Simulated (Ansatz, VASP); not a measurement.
Two plane-wave programs on Al2Ru

```
CELL_PARAMETERS angstrom
-1.53727 1.53727 4.27473
1.53727 -1.53727 4.27473
1.53727 1.53727 -4.27473
ATOMIC_POSITIONS crystal
Al 0.65908 0.65908 0.00000
Al 0.34092 0.34092 0.00000
Ru 0.00000 0.00000 0.00000
```

Change from the starting cell: strain -0.015 along x and y, +0.015 along z, atoms carried along.

Alike in both runs: task single point; functional PBEsol; k mesh 22 × 22 × 22; occupations gaussian, width 0.15 eV; no spin polarisation.

|  | VASP | Ansatz |
| --- | --- | --- |
| version | VASP 6.6.1 | Ansatz 0.2.0 |
| potentials or method | VASP PAW PBE potentials, release 64 (Al, Ru_pv), cutoff 520 eV | scalar-relativistic, plane waves, PAW |
| valence electrons in the cell | 20 | 22 |

|  | VASP | Ansatz | Ansatz less VASP |
| --- | --- | --- | --- |
| gap on the k mesh at the Fermi level (eV) | none | none | - |
| pressure (GPa) | 2.9 | 2.8 | -0.10 |
| traceless stress, the component that is largest in VASP (GPa) | -4.37 | -4.39 | -0.020 |
| rms of the force components (eV/Å) | 0.099 | 0.100 | +0.0002 |

VASP's potentials were made for PBE, not for PBEsol. Atom by atom the forces differ by 0.000 eV/Å (rms over components). A gap of «none» marks a metal or a gap that the smearing closes. VASP's potentials hold 20 valence electrons a cell and Ansatz's 22, so a difference there can come from the potentials and not from the codes.
